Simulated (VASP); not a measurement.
**Mg: single point with PBE**

Crystal: Mg.

```
Mg
1.0
    -1.83555    1.83555    1.50030
     1.83555   -1.83555    1.50030
     1.83555    1.83555   -1.50030
Mg
1
Cartesian
  0.0000 0.0000 0.0000
```

```yaml
Program: VASP 6.6.1
Task: single point
Functional: PBE
Potentials_or_basis: VASP PAW PBE potentials, release 64 (Mg)
Cutoff: 520 eV
k_mesh: 18 × 18 × 18
Occupations: gaussian, width 0.15 eV
Spin: no spin polarisation
Dipole_correction: no
Further_INCAR_settings: ALGO = Normal; EDIFF = 1e-06; NBANDS = 7
```

The pressure is 6.5 GPa and the band gap on the k mesh is zero (bands 1 and 2 overlap by 4.70 eV).

Stress tensor (GPa, compression positive):
```
 4.69  0.00  0.00
 0.00  4.69  0.00
 0.00  0.00 10.15
```

Levels at points of the mesh, in eV from the Fermi level:
| k point | band 1 | band 2 | band 3 | band 4 | band 5 |
| --- | --- | --- | --- | --- | --- |
| (0.00, 0.00, 0.00) | -7.48 | 11.25 | 13.77 | 13.96 | 13.96 |
| (0.50, 0.00, 0.00) | -1.19 | -0.21 | 8.09 | 9.47 | 9.97 |
| (0.50, 0.50, 0.00) | -2.23 | -1.82 | 12.25 | 13.40 | 13.49 |
| (0.50, 0.50, 0.50) | 2.70 | 2.70 | 3.09 | 4.00 | 8.27 |

Run time: 49 s on 1 thread of Intel Xeon 8259CL, on a shared host, peak memory 0.19 GiB.

Caveat: the cell stands under pressure.
